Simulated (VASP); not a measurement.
A run of VASP 6.6.1 is set up as follows.

The input INCAR:

```
PREC = Accurate
ENCUT = 500
EDIFF = 1E-6
ISMEAR = 0
SIGMA = 0.15
LREAL = False
LASPH = True
NELM = 120
ALGO = Normal
ISIF = 2
LWAVE = False
LCHARG = True
GGA = PS
LELF = True
LVHAR = True
NBANDS = 26
GGA_COMPAT = False
```

File KPOINTS:

```
Automatic mesh
0
Gamma
  12 12 10
```

File POSCAR:

```
InSb
1.0
    3.0049732821     -2.9355042308      0.0000000000
    3.0049732821      2.9355042308      0.0000000000
    0.0000000000      0.0000000000      5.6057135583
In Sb
2 2
Direct
    0.3562173864      0.6437826136      0.2500000000
    0.6437826136      0.3562173864      0.7500000000
    0.8447372402      0.1552627598      0.2500000000
    0.1552627598      0.8447372402      0.7500000000
```

Potentials or basis: VASP PAW PBE potentials, release 64 (In_d, Sb).

Run with:

```sh
$ cat potpaw_PBE.64/In_d/POTCAR potpaw_PBE.64/Sb/POTCAR > POTCAR
$ mpirun -np 1 vasp_std > vasp.out
```

(1) Estimate the largest force.

(2) Predict the pressure.

(3) Predict the band gap on the k mesh.

Answers

(1) 0.261 eV/Å.

(2) 5.9 GPa.

(3) zero (bands 18 and 19 overlap by 2.91 eV).

Caveat: the cell differs from its parent crystal (strain -0.0750 x Voigt [0, 1, 0, 0, 0, 0]); the cell stands under pressure; the PAW data sets were made with another functional, which shifts forces and pressure a little; spin-orbit coupling is left out, which moves the levels of the heavy elements.
